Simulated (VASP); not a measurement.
CdS: single point with LDA

The system is CdS.

```xyz
2
Lattice="0.0000 2.8291 2.8291 2.8291 0.0000 2.8291 2.8291 2.8291 0.0000" Properties=species:S:1:pos:R:3 pbc="T T T"
Cd    0.0000    0.0000    0.0000
S     4.2436    4.2436    4.2436
```

```json
{
 "Program": "VASP 6.6.1",
 "Task": "single point",
 "Functional": "LDA",
 "Potentials or basis": "VASP PAW LDA potentials, release 64 (Cd, S)",
 "Cutoff": "520 eV",
 "k mesh": "8 × 8 × 8",
 "Occupations": "gaussian, width 0.01 eV",
 "Spin": "no spin polarisation"
}
```

```yaml
Pressure: 4.7 GPa
Band_gap_on_the_k_mesh: 1.09 eV
```

Levels at points of the mesh, in eV from the valence-band top:
| k point | band 7 | band 8 | band 9 | band 10 | band 11 | band 12 |
| --- | --- | --- | --- | --- | --- | --- |
| (0.00, 0.00, 0.00) | 0.00 | 0.00 | 0.00 | 1.09 | 6.32 | 6.32 |
| (0.50, 0.00, 0.00) | -5.12 | -0.91 | -0.91 | 2.90 | 6.83 | 6.83 |
| (0.50, 0.50, 0.00) | -4.48 | -2.27 | -2.27 | 3.15 | 4.24 | 9.37 |

Wall time 33 s on 1 thread of Intel Xeon 8259CL, with other jobs on the host, peak memory 0.16 GiB.

Caveat: the cell stands under pressure.
